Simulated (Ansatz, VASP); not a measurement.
One calculation of Pt, two programs

```
CELL_PARAMETERS angstrom
2.80729 0.00000 0.00000
-1.40365 2.43119 0.00000
0.00000 0.00000 24.16858
ATOMIC_POSITIONS crystal
Pt 0.66667 0.33333 0.31032
Pt 0.33333 0.66667 0.40516
Pt 0.00000 0.00000 0.50000
Pt 0.66667 0.33333 0.59484
Pt 0.33333 0.66667 0.68968
```

Alike in both runs: task single point; functional PBE; k mesh 12 × 12 × 1; occupations gaussian, width 0.1 eV; no spin polarisation.

```csv
,VASP,Ansatz
version,VASP 6.6.1,Ansatz 0.2.0
potentials or method,"VASP PAW PBE potentials, release 64 (Pt), cutoff 520 eV","scalar-relativistic, plane waves, PAW"
valence electrons in the cell,50,90
```

```csv
,VASP,Ansatz,Ansatz less VASP
gap on the k mesh at the Fermi level (eV),none,none,-
rms of the force components (eV/Å),0.099,0.103,+0.0044
"work function, face that differs most (eV)",5.69,5.69,-0.001
```

Atom by atom the forces differ by 0.008 eV/Å (rms over components). A gap of «none» marks a metal or a gap that the smearing closes. The functional is the same, so the differences come from potentials, cutoffs and numerics. VASP's potentials hold 50 valence electrons a cell and Ansatz's 90, so a difference there can come from the potentials and not from the codes.

Spin-orbit coupling is off throughout.
